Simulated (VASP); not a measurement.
Fe, 1 atom in the cell. It takes space group Im-3m (No. 229, cubic). Conventional cell: a = 2.762 Å, b = 2.762 Å, c = 2.762 Å, α = 90.00°, β = 90.00°, γ = 90.00°. Fe (site symmetry m-3m) has 14 Fe at 2.39 to 2.76 Å within 3.2 Å. 

* Program: VASP 6.6.1
* Task: single point
* Functional: PBE
* Potentials or basis: VASP PAW PBE potentials, release 64 (Fe)
* Cutoff: 520 eV
* k mesh: 21 × 21 × 21
* Occupations: fermi-dirac, width 0.1 eV
* Spin: no spin polarisation
* Dipole correction: no
* Further INCAR settings: ALGO = Normal; EDIFF = 1e-06; NBANDS = 10

Potentials or basis: VASP PAW PBE potentials, release 64 (Fe).

The run is started by

```console
$ cat potpaw_PBE.64/Fe/POTCAR > POTCAR
$ mpirun -np 1 vasp_std > vasp.out
```

Hardware: 1 thread of AMD EPYC 7R43 64-Core Processor (Zen 3), on a shared host.

Task: How long does it take, and how much memory?

Result: Run time: 22 s on 1 thread of AMD EPYC 7R43 64-Core Processor (Zen 3) (shared host), peak memory 0.11 GiB. Counts: scf iterations 12, k points 286.
